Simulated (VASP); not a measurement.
Sb:

```
CELL_PARAMETERS angstrom
1.86993 -2.24761 0.00000
1.86993 2.24761 0.00000
0.00000 0.00000 3.68567
ATOMIC_POSITIONS crystal
Sb 0.00000 0.00000 0.00000
```

The cell was generated, and may not be a known phase.

| Item | Value |
| --- | --- |
| Program | VASP 6.6.1 |
| Task | relaxation of cell and atoms |
| Functional | PBE |
| Potentials or basis | VASP PAW PBE potentials, release 64 (Sb_d_GW) |
| Cutoff | 500 eV |
| k mesh | 6 × 6 × 6 |
| Occupations | gaussian, width 0.1 eV |
| Spin | no spin polarisation |

At the start: pressure 3.3 GPa; volume 30.98 Å³/atom.

Problem. How do energy, volume and symmetry change on relaxing?

Solution. Over 10 steps the energy falls by 315.3 meV/atom and the volume is 30.41 Å³/atom (-1.8 %); space group Cmmm (No. 65, to 0.1 Å) before, Pm-3m (No. 221, to 0.1 Å).

Step by step:
| step | energy change (eV) | largest force (eV/Å) | pressure (GPa) | volume (Å³) |
| --- | --- | --- | --- | --- |
| 1 | 0.0000 | 0.0000 | 3.34 | 30.98 |
| 2 | -0.2174 | 0.0000 | -4.32 | 33.66 |
| 3 | -0.2174 | 0.0000 | -4.36 | 33.66 |
| 4 | -0.3062 | 0.0000 | 0.22 | 30.35 |
| 5 | -0.3062 | 0.0000 | 0.16 | 30.38 |
| 6 | -0.3107 | 0.0000 | -0.06 | 30.48 |
| 7 | -0.3147 | 0.0000 | -0.33 | 30.64 |
| 8 | -0.3149 | 0.0000 | -0.36 | 30.67 |
| 9 | -0.3152 | 0.0000 | 0.26 | 30.26 |
| 10 | -0.3153 | 0.0000 | 0.05 | 30.41 |

Final structure:
```
CELL_PARAMETERS angstrom
2.18616 -2.21772 0.00000
2.18616 2.21772 0.00000
0.00000 0.00000 3.13614
ATOMIC_POSITIONS crystal
Sb 0.00000 0.00000 0.00000
```

Caveat: the k points lie up to 0.34 Å⁻¹ apart in the final cell, too coarse for converged energies and pressures of a metal.
